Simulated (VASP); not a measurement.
A run of VASP 6.6.1 is set up as follows.

INCAR

```
PREC = Accurate
ENCUT = 520
EDIFF = 1E-6
ISMEAR = 0
SIGMA = 0.05
LREAL = F
LASPH = T
NELM = 80
ALGO = Normal
ISIF = 2
LWAVE = F
LCHARG = T
GGA = PE
LELF = T
LVHAR = T
NBANDS = 21
```

KPOINTS

```
regular mesh
0
Gamma
  8 8 8
```

The input POSCAR:

```
PbF2
1.0
    0.0000000000      2.9698500000      2.9698500000
    2.9698500000      0.0000000000      2.9698500000
    2.9698500000      2.9698500000      0.0000000000
Pb F
1 2
Direct
    0.1458028863     -0.0486009621     -0.0486009621
    0.2500000000      0.2500000000      0.2500000000
    0.7500000000      0.7500000000      0.7500000000
```

Potentials or basis: VASP PAW PBE potentials, release 64 (Pb_d, F).

Command:

```console
$ cat potpaw_PBE.64/Pb_d/POTCAR potpaw_PBE.64/F/POTCAR > POTCAR
$ mpirun -np 1 vasp_std > vasp.out
```

Question: Predict the pressure.

Answer: 9.1 GPa.

Question: Predict the largest force.

Answer: 2.502 eV/Å.

Forces in eV/Å, atoms in the order of the input:
```
Pb   1.444 -1.444 -1.444
F   -0.120  0.120  0.120
F   -1.324  1.324  1.324
```

Caveat: the cell differs from its parent crystal (all Pb atoms moved -0.500 Å, as atom 1 towards its neighbour atom 2 (F) at 2.572 Å); forces of over 1 eV/Å act on the atoms, so gaps and moduli don't describe the material at rest.
